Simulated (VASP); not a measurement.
Runs of VASP 6.6.1 on KI. The structure is that of space group Fm-3m (No. 225), or close to it. The cells are those of the table. 

```tsv
task	level	spin	cell	k mesh	cutoff (eV)	smearing	grid for exact exchange (PRECFOCK)	share of exact exchange	screening parameter	gap on the mesh (eV)	pressure (GPa)
relaxation of cell and atoms	r2SCAN	off	relaxed from a = 5.076 Å, angles 60.0°, 2 atoms	6 × 6 × 6	550	fermi-dirac 0.02 eV	-	-	-	4.58	0.0
single point	PBE0	off	a = 5.013 Å, angles 60.0°, 2 atoms	4 × 4 × 4	400	gaussian 0.01 eV	Normal	0.25	-	5.64	0.2
single point	r2SCAN0	off	a = 5.013 Å, angles 60.0°, 2 atoms	4 × 4 × 4	440	gaussian 0.01 eV	Normal	0.25	-	(b)	-0.1
single point	PBE	non-collinear, zero start, SOC	a = 5.013 Å, angles 60.0°, 2 atoms	6 × 6 × 6	500	gaussian 0.01 eV	-	-	-	-	0.5
single point	HSE06	off	a = 5.051 Å, angles 60.0°, 2 atoms	4 × 4 × 4	400	fermi-dirac 0.02 eV	Normal	0.25	0.2079 1/Å	4.87	0.0
single point	HSE06	off	a = 5.013 Å, angles 60.0°, 2 atoms	4 × 4 × 4	400	gaussian 0.01 eV	Normal	0.25	0.2079 1/Å	(a)	(c)
```

Alike in all rows: potentials or basis VASP PAW PBE potentials, release 64 (K_sv, I).

Problem. Fill in the values left out.

Solution. (a) 4.93; (b) 5.97; (c) 0.3.

Caveats: the PAW data sets were made with another functional, which shifts forces and pressure a little (at least some runs); spin-orbit coupling is left out, which moves the levels of the heavy elements (at least some runs).

A k mesh can miss the band edges, and rows without SOC leave out spin-orbit coupling on I.
